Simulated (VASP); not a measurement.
Here is a VASP 6.6.1 calculation.

File INCAR:

```
  ALGO = Normal
  EDIFF = 1E-7
  ENCUT = 520
  GGA = PS
  ISIF = 2
  ISMEAR = 1
  LASPH = T
  LCHARG = F
  LREAL = F
  LWAVE = F
  NBANDS = 21
  NELM = 80
  PREC = Accurate
  SIGMA = 0.1
```

The input KPOINTS:

```
k-points
0
Gamma
  11 11 6
```

File POSCAR:

```
Ge
1.0
    1.4780657662     -2.5772754484      0.0000000000
    1.4780657662      2.5772754484      0.0000000000
    0.0000000000      0.0000000000      4.6958662117
Ge
2
Direct
    0.6665530000      0.3334470000      0.2500000000
    0.3334470000      0.6665530000      0.7500000000
```

Potentials or basis: VASP PAW PBE potentials, release 64 (Ge_d).

Run with:

```sh
$ cat potpaw_PBE.64/Ge_d/POTCAR > POTCAR
$ mpirun -np 1 vasp_std > vasp.out
```

(1) What does it give for the band gap on the k mesh?

(2) Estimate the largest force.

(3) What does it give for the pressure?

Results:

(1) zero (band 14 reaches 14.03 eV, above the bottom of band 15 at 4.45 eV).

(2) 0.007 eV/Å.

(3) 2.0 GPa.

Caveat: the PAW data sets were made with another functional, which shifts forces and pressure a little.
